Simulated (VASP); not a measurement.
Runs of VASP 6.6.1 on Au. The structure is that of space group P6/mmm (No. 191), or close to it. The cells are those of the table. 

| cell | k mesh | gap on the mesh (eV) | pressure (GPa) |
| --- | --- | --- | --- |
| a = 4.896, b = 4.896, c = 2.926 Å, angles 90.0, 90.0, 120.0°, 3 atoms | 9 × 9 × 12 | none | (a) |
| a = 4.708, b = 4.708, c = 2.814 Å, angles 90.0, 90.0, 120.0°, 3 atoms | 9 × 9 × 12 | none | (b) |
| a = 4.772, b = 4.772, c = 2.852 Å, angles 90.0, 90.0, 120.0°, 3 atoms | 10 × 10 × 15 | none | -0.2 |
| a = 4.835, b = 4.835, c = 2.890 Å, angles 90.0, 90.0, 120.0°, 3 atoms | 9 × 9 × 12 | none | -4.4 |
| a = 4.641, b = 4.641, c = 2.774 Å, angles 90.0, 90.0, 120.0°, 3 atoms | 9 × 9 × 12 | none | 12.3 |

Alike in all rows: task single point; level revPBE; potentials or basis VASP PAW PBE potentials, release 64 (Au); no spin polarisation; cutoff (eV) 520; smearing fermi-dirac 0.1 eV.

Question: Estimate the missing entries.

Answer: (a) -7.4; (b) 5.1.

Caveats: the PAW data sets were made with another functional, which shifts forces and pressure a little; spin-orbit coupling is left out, which moves the levels of the heavy elements.

A k mesh can miss the band edges, and the runs leave out spin-orbit coupling on Au.

A gap of «none» marks levels without a gap at the run's occupations.
